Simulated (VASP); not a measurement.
# Hf (P6_3/mmc) in VASP: a series of runs

Runs on Hf. Level: LDA. Tasks: single point.

Everything below comes from runs of VASP 6.6.1. Logs are shortened: lines on timing, memory, paths and dates and some standing lists are left out, and cuts for length are marked.

## Step 1: The cell of the first run

It takes space group P6_3/mmc (No. 194, hexagonal). Conventional cell: a = 3.192 Å, b = 3.192 Å, c = 5.045 Å, α = 90.00°, β = 90.00°, γ = 120.00°. Within 4.1 Å of Hf (site symmetry -6m2) lie 12 Hf at 3.12 to 3.19 Å.

## Step 2: Single point, LDA

Input file INCAR:

```
  ALGO = Normal
  EDIFF = 1E-6
  ENCUT = 520
  ISIF = 2
  ISMEAR = 0
  LASPH = T
  LCHARG = F
  LREAL = F
  LWAVE = F
  NBANDS = 17
  NELM = 60
  PREC = Accurate
  SIGMA = 0.1
```

Input file KPOINTS:

```
k-points
0
Gamma
  6 6 4
```

Input file POSCAR:

```
Hf
1.0
    3.1923846300      0.0000000000      0.0000000000
   -1.5961923200      2.7646861900      0.0000000000
    0.0000000000      0.0000000000      5.0450416400
Hf
2
Direct
    0.3333333300      0.6666666700      0.2500000000
    0.6666666700      0.3333333300      0.7500000000
```

Potentials or basis: VASP PAW LDA potentials, release 64 (Hf_pv).

The run is started by

```sh
> cat potpaw_LDA.64/Hf_pv/POTCAR > POTCAR
> mpirun -np 1 vasp_std > vasp.out
```

OUTCAR:

```text
EDIFF = 1E-6
   ENCUT = 520
   ISIF = 2
   ISMEAR = 0
   LASPH = T
   LREAL = F
   NELM = 60
   PREC = Accurate

 ion  position               nearest neighbor table
   1  0.333  0.667  0.250-   2 3.12   2 3.12   2 3.12   2 3.12   2 3.12   2 3.12
   2  0.667  0.333  0.750-   1 3.12   1 3.12   1 3.12   1 3.12   1 3.12   1 3.12

  LATTYP: Found a hexagonal cell.
 ALAT       =     3.1923846300
 C/A-ratio  =     1.5803364020

  Lattice vectors:

 A1 = (   3.1923846300,   0.0000000000,   0.0000000000)
 A2 = (  -1.5961923200,   2.7646861900,   0.0000000000)
 A3 = (   0.0000000000,   0.0000000000,   5.0450416400)

Analysis of symmetry for initial positions (statically):
=====================================================================
 Subroutine PRICEL returns:
 Original cell was already a primitive cell.

 Routine SETGRP: Setting up the symmetry group for a
 hexagonal supercell.

 Subroutine GETGRP returns: Found 24 space group operations
 (whereof 12 operations were pure point group operations)
 out of a pool of 24 trial point group operations.

The static configuration has the point symmetry D_3d.
 The point group associated with its full space group is D_6h.

Analysis of symmetry for dynamics (positions and initial velocities):
=====================================================================
 Subroutine PRICEL returns:
 Original cell was already a primitive cell.

 Routine SETGRP: Setting up the symmetry group for a
 hexagonal supercell.

 Subroutine GETGRP returns: Found 24 space group operations
 (whereof 12 operations were pure point group operations)
 out of a pool of 24 trial point group operations.

The dynamic configuration has the point symmetry D_3d.
 The point group associated with its full space group is D_6h.

 Subroutine INISYM returns: Found 24 space group operations
 (whereof 12 operations are pure point group operations),
 and found     1 'primitive' translations

----------------------------------------------------------------------------------------

                                     Primitive cell

  volume of cell :      44.5272

  direct lattice vectors                    reciprocal lattice vectors
     3.192384630  0.000000000  0.000000000     0.313245463  0.180852353  0.000000000
    -1.596192320  2.764686190  0.000000000     0.000000000  0.361704704  0.000000000
     0.000000000  0.000000000  5.045041640     0.000000000  0.000000000  0.198214419

  length of vectors
     3.192384630  3.192384634  5.045041640     0.361704704  0.361704704  0.198214419

  position of ions in fractional coordinates (direct lattice)
     0.333333330  0.666666670  0.250000000
     0.666666670  0.333333330  0.750000000

  ion indices of the primitive-cell ions
   primitive index   ion index
                 1           1
                 2           2

----------------------------------------------------------------------------------------

 KPOINTS: k-points

Automatic generation of k-mesh.
 Grid dimensions read from file:
 generate k-points for:    6    6    4

 Generating k-lattice:

  Cartesian coordinates                     Fractional coordinates (reciprocal lattice)
     0.052207577  0.030142059  0.000000000     0.166666667  0.000000000  0.000000000
     0.000000000  0.060284117  0.000000000     0.000000000  0.166666667  0.000000000
     0.000000000  0.000000000  0.049553605     0.000000000  0.000000000  0.250000000

  Length of vectors
     0.060284117  0.060284117  0.049553605

  Shift w.r.t. Gamma in fractional coordinates (k-lattice)
     0.000000000  0.000000000  0.000000000

 Subroutine IBZKPT returns following result:
 ===========================================

 Found     21 irreducible k-points:

 Following reciprocal coordinates:
            Coordinates               Weight
  0.000000  0.000000  0.000000      1.000000
  0.166667  0.000000  0.000000      6.000000
  0.333333  0.000000  0.000000      6.000000
  0.500000  0.000000  0.000000      3.000000
  0.166667  0.166667  0.000000      6.000000
  0.333333  0.166667  0.000000     12.000000
[... 13 lines left out ...]
  0.333333  0.166667  0.500000     12.000000
  0.333333  0.333333  0.500000      2.000000
   k-points           NKPTS =     21   k-points in BZ     NKDIM =     21   number of bands    NBANDS=     17
   number of dos      NEDOS =    301   number of ions     NIONS =      2
   total plane-waves  NPLWV =  23040
   dimension x,y,z NGX =    24 NGY =   24 NGZ =   40
   dimension x,y,z NGXF=    48 NGYF=   48 NGZF=   80
   ions per type =               2
   NGX,Y,Z   is equivalent  to a cutoff of  12.50, 12.50, 13.18 a.u.
   NGXF,Y,Z  is equivalent  to a cutoff of  25.00, 25.00, 26.36 a.u.
 SYSTEM =  unknown system
   PREC   = accura    normal or accurate (medium, high low for compatibility)
   ISTART =      0    job   : 0-new  1-cont  2-samecut
   ICHARG =      2    charge: 1-file 2-atom 10-const
   ISPIN  =      1    spin polarized calculation?
   LNONCOLLINEAR =      F non collinear calculations
   LSORBIT =      F    spin-orbit coupling
   LASPH  =      T    aspherical Exc in radial PAW
   ENCUT  =  520.0 eV  38.22 Ry    6.18 a.u.   5.94  5.94  9.38*2*pi/ulx,y,z
   NELM   =     60;   NELMIN=  2; NELMDL= -5     # of ELM steps
   EDIFF  = 0.1E-05   stopping-criterion for ELM
   LREAL  =      F    real-space projection
   EDIFFG = 0.1E-04   stopping-criterion for IOM
   NSW    =      0    number of steps for IOM
   IBRION =     -1    ionic relax: 0-MD 1-quasi-New 2-CG
   NFREE  =      0    steps in history (QN), initial steepest desc. (CG)
   ISIF   =      2    stress and relaxation
   ISYM   =      2    0-nonsym 1-usesym 2-fastsym
   POTIM  = 0.5000    time-step for ionic-motion
   TEBEG  =    0.0;   TEEND  =   0.0 temperature during run
   PSTRESS=    0.0 pullay stress
   NELECT =      20.0000    total number of electrons
   NUPDOWN=      -1.0000    fix difference up-down
   EMIN   =  10.00;   EMAX   =-10.00  energy-range for DOS
   EFERMI =   0.00;   METHOD = LEGACY
   ISMEAR =     0;   SIGMA  =   0.10  broadening in eV -4-tet -1-fermi 0-gaus
   EFERMI_NEDOS =   21; number of points for ismear=-14 and -15
   IALGO  =     38    algorithm
   IMIX   =      4    mixing-type and parameters
     AMIX     =   0.40;   BMIX     =  1.00
     AMIX_MAG =   1.60;   BMIX_MAG =  1.00
  volume/ion in A,a.u.               =      22.26       150.24
  Fermi-wavevector in a.u.,A,eV,Ry     =   1.253746  2.369236 21.386713  1.571879
  Thomas-Fermi vector in A             =   2.387584
   LORBIT       =      0    0 simple, 1 ext, 2 COOP (PROOUT), +10 PAW based schemes
   GGA     = CA    functional components
   LHFCALC =     F    Hartree Fock is set to
   AEXX    =    0.0000 exact exchange contribution
   IVDW    =     0    specifies the selected vdW correction
   LEPSILON=     F    determine dielectric tensor
   LRPA    =     F    only Hartree local field effects (RPA)
 non-spin polarized calculation
 Gauss-broadening in eV      SIGMA  =   0.10
  energy-cutoff  :      520.00
  volume of cell :       44.53
 maximum number of plane-waves:      1236
 NGX is ok and might be reduce to    24
   NGX = 11   NGY = 11   NGZ = 19

 number of electron      20.0000003 magnetization

 Free energy of the ion-electron system (eV)
  ---------------------------------------------------
  ext. energy  EPLUGINS =         0.00000000
  ---------------------------------------------------
  free energy    TOTEN  =       -21.30149861 eV

  energy without entropy =      -21.28462927  energy(sigma->0) =      -21.29306394

 E-fermi :   4.8849     XC(G=0): -11.4926

 val. band max:        4.7571173966   @ k =   0.1667   0.0000   0.0000
 cond. band min:       4.8887724959   @ k =   0.1667   0.0000   0.2500
 fundamental gap:      0.1316550992
 Fermi energy:         4.8848647940

 k-point     1 :       0.0000    0.0000    0.0000
  band No.  band energies     occupation
      1     -26.1099      2.00000
      2     -25.3385      2.00000
      3     -25.3385      2.00000
      4     -25.2068      2.00000
      5     -25.2047      2.00000
      6     -25.2047      2.00000
[... 9 lines left out ...]
     16       7.3636      0.00000
     17      10.0923      0.00000

 k-point     2 :       0.1667    0.0000    0.0000
  band No.  band energies     occupation
      1     -26.0379      2.00000
      2     -25.4863      2.00000
      3     -25.3871      2.00000
      4     -25.3579      2.00000
      5     -25.2416      2.00000
      6     -25.2254      2.00000
[... 9 lines left out ...]
     16       7.4906      0.00000
     17      10.5798      0.00000

 k-point     3 :       0.3333    0.0000    0.0000
  band No.  band energies     occupation
      1     -25.8616      2.00000
      2     -25.7816      2.00000
      3     -25.6421      2.00000
      4     -25.4775      2.00000
      5     -25.3428      2.00000
      6     -25.2721      2.00000
[... 9 lines left out ...]
     16       9.4129      0.00000
     17      11.0891      0.00000

 k-point     4 :       0.5000    0.0000    0.0000
  band No.  band energies     occupation
      1     -25.9278      2.00000
      2     -25.7751      2.00000
      3     -25.7295      2.00000
      4     -25.5204      2.00000
      5     -25.4371      2.00000
      6     -25.2969      2.00000
[... 9 lines left out ...]
     16      11.2286      0.00000
     17      11.8338      0.00000

 k-point     5 :       0.1667    0.1667    0.0000
  band No.  band energies     occupation
      1     -25.9122      2.00000
      2     -25.6411      2.00000
      3     -25.6267      2.00000
      4     -25.4278      2.00000
      5     -25.3111      2.00000
      6     -25.3040      2.00000
[... 9 lines left out ...]
     16       9.2191      0.00000
     17      10.7365      0.00000

 k-point     6 :       0.3333    0.1667    0.0000
  band No.  band energies     occupation
      1     -25.8521      2.00000
      2     -25.7319      2.00000
      3     -25.7271      2.00000
      4     -25.5674      2.00000
      5     -25.4346      2.00000
      6     -25.3837      2.00000
[... 9 lines left out ...]
     16      10.7995      0.00000
     17      11.4715      0.00000

 k-point     7 :       0.3333    0.3333    0.0000
  band No.  band energies     occupation
      1     -25.8205      2.00000
      2     -25.6811      2.00000
      3     -25.6811      2.00000
      4     -25.5737      2.00000
      5     -25.5737      2.00000
      6     -25.5304      2.00000
[... 9 lines left out ...]
     16      10.4951      0.00000
     17      10.5042      0.00000

 k-point     8 :       0.0000    0.0000    0.2500
  band No.  band energies     occupation
      1     -25.9857      2.00000
      2     -25.3479      2.00000
      3     -25.3191      2.00000
      4     -25.3191      2.00000
      5     -25.2245      2.00000
      6     -25.2245      2.00000
[... 9 lines left out ...]
     16       8.1723      0.00000
     17      10.2056      0.00000
[... 143 lines left out ...]
      1     -25.7141      2.00000
      2     -25.7141      2.00000
      3     -25.3584      2.00000
      4     -25.3584      2.00000
      5     -25.3068      2.00000
      6     -25.3068      2.00000
[... 9 lines left out ...]
     16       9.4114      0.00000
     17       9.6447      0.00000

 k-point    17 :       0.3333    0.0000    0.5000
  band No.  band energies     occupation
      1     -25.8879      2.00000
      2     -25.8879      2.00000
      3     -25.4244      2.00000
      4     -25.4244      2.00000
      5     -25.3758      2.00000
      6     -25.3758      2.00000
[... 9 lines left out ...]
     16       9.8954      0.00000
     17      10.0363      0.00000

 k-point    18 :       0.5000    0.0000    0.5000
  band No.  band energies     occupation
      1     -26.0022      2.00000
      2     -26.0022      2.00000
      3     -25.4251      2.00000
      4     -25.4251      2.00000
      5     -25.4099      2.00000
      6     -25.4099      2.00000
[... 9 lines left out ...]
     16      10.8957      0.00000
     17      10.9355      0.00000

 k-point    19 :       0.1667    0.1667    0.5000
  band No.  band energies     occupation
      1     -25.8165      2.00000
      2     -25.8165      2.00000
      3     -25.4450      2.00000
      4     -25.4450      2.00000
      5     -25.3521      2.00000
      6     -25.3521      2.00000
[... 9 lines left out ...]
     16       9.4551      0.00000
     17      10.3270      0.00000

 k-point    20 :       0.3333    0.1667    0.5000
  band No.  band energies     occupation
      1     -25.9392      2.00000
      2     -25.9392      2.00000
      3     -25.5423      2.00000
      4     -25.5423      2.00000
      5     -25.3608      2.00000
      6     -25.3608      2.00000
[... 9 lines left out ...]
     16      10.3556      0.00000
     17      11.6312      0.00000

 k-point    21 :       0.3333    0.3333    0.5000
  band No.  band energies     occupation
      1     -25.8974      2.00000
      2     -25.8974      2.00000
      3     -25.6777      2.00000
      4     -25.6777      2.00000
      5     -25.3467      2.00000
      6     -25.3467      2.00000
[... 9 lines left out ...]
     16       9.8329      0.00000
     17      13.4530      0.00000

------------------------ aborting loop because EDIFF is reached ----------------------------------------

  FORCE on cell =-STRESS in cart. coord.  units (eV):
  Direction    XX          YY          ZZ          XY          YZ          ZX
  --------------------------------------------------------------------------------------
  -------------------------------------------------------------------------------------
  Total       -2.0322967     -2.0322967     -1.8948832      0.0000000      0.0000000      0.0000000
  in kB      -73.1260125    -73.1260126    -68.1816038      0.0000001      0.0000000      0.0000000
  external PRESSURE =     -71.4778763 kB  Pullay stress =       0.0000000 kB

 VOLUME and BASIS-vectors are now :
 -----------------------------------------------------------------------------
  energy-cutoff  :      520.00
  volume of cell :       44.53
      direct lattice vectors                 reciprocal lattice vectors
     3.192384630  0.000000000  0.000000000     0.313245463  0.180852353  0.000000000
    -1.596192320  2.764686190  0.000000000     0.000000000  0.361704704  0.000000000
     0.000000000  0.000000000  5.045041640     0.000000000  0.000000000  0.198214419

 POSITION                                       TOTAL-FORCE (eV/Angst)
 -----------------------------------------------------------------------------------
     -0.00000      1.84312      1.26126        -0.000000      0.000000      0.000000
      1.59619      0.92156      3.78378         0.000000     -0.000000      0.000000
 -----------------------------------------------------------------------------------
    total drift:                               -0.000002      0.000001     -0.000000

  FREE ENERGIE OF THE ION-ELECTRON SYSTEM (eV)
  ---------------------------------------------------
  free  energy   TOTEN  =       -21.3014986065 eV

  energy  without entropy=      -21.2846292660  energy(sigma->0) =      -21.29306394
```

It took 5 s on 1 thread of Intel Xeon 6975P-C (Granite Rapids), shared host; peak memory 0.14 GiB.

Results:

```
Free energy            : -21.3015 eV
Pressure               : -7.1 GPa
Band gap on the k mesh : zero (band 10 reaches 5.93 eV, above the bottom of band 11 at 4.69 eV)
```

Stress tensor (GPa, compression positive):
```
-7.31  0.00  0.00
 0.00 -7.31  0.00
 0.00  0.00 -6.82
```

Levels at points of the mesh, in eV from the Fermi level:
```tsv
k point	band 6	band 7	band 8	band 9	band 10	band 11	band 12	band 13	band 14	band 15
(0.00, 0.00, 0.00)	-30.09	-7.39	-3.78	0.76	1.05	1.05	1.34	1.87	1.87	2.48
(0.50, 0.00, 0.00)	-30.18	-3.40	-2.83	-2.30	-0.76	0.64	0.81	1.60	5.76	6.28
(0.00, 0.00, 0.50)	-30.16	-5.40	-5.40	0.08	0.08	0.93	0.93	0.93	0.93	4.66
(0.50, 0.00, 0.50)	-30.29	-3.48	-3.48	-1.07	-1.07	1.23	1.23	2.52	2.52	6.01
```

Caveat: the k points lie up to 0.38 Å⁻¹ apart; spin-orbit coupling is left out, which moves the levels of the heavy elements.

## Step 3: Single point, LDA

This run uses another cell than the first one, of 20.83 Å³/atom, 0.935 times its volume.

Input file INCAR:

```
  PREC = Accurate
  ENCUT = 520
  EDIFF = 1E-6
  ISMEAR = 0
  SIGMA = 0.1
  LREAL = False
  LASPH = True
  NELM = 80
  ALGO = Normal
  ISIF = 2
  LWAVE = False
  LCHARG = False
  NBANDS = 17
```

Input file KPOINTS:

```
regular mesh
0
Gamma
  12 12 8
```

Input file POSCAR:

```
Hf
1.0
    3.1181299137      0.0000000028      0.0000000000
   -1.5590649593      2.7003797161      0.0000000000
    0.0000000000      0.0000000000      4.9468960220
Hf
2
Direct
    0.3333333333      0.6666666667      0.2500000000
    0.6666666667      0.3333333333      0.7500000000
```

Potentials or basis: VASP PAW LDA potentials, release 64 (Hf_pv).

The run is started by

```sh
> cat potpaw_LDA.64/Hf_pv/POTCAR > POTCAR
> mpirun -np 1 vasp_std > vasp.out
```

It took 18 s on 1 thread of Intel Xeon 6975P-C (Granite Rapids), shared host; peak memory 0.18 GiB.

It converged, with:

```
Free energy            : -21.3928 eV
Pressure               : 0.1 GPa
Band gap on the k mesh : zero (band 10 reaches 6.43 eV, above the bottom of band 11 at 5.03 eV)
```

Levels at points of the mesh, in eV from the Fermi level:
```csv
k point,band 8,band 9,band 10,band 11,band 12,band 13
"(0.00, 0.00, 0.00)",-3.95,1.04,1.11,1.11,1.39,2.00
"(0.50, 0.00, 0.00)",-3.05,-2.48,-0.57,0.70,0.93,1.76
"(0.00, 0.00, 0.50)",-5.46,0.09,0.09,1.00,1.00,1.00
"(0.50, 0.00, 0.50)",-3.65,-1.17,-1.17,1.54,1.54,2.74
```

Caveat: spin-orbit coupling is left out, which moves the levels of the heavy elements.
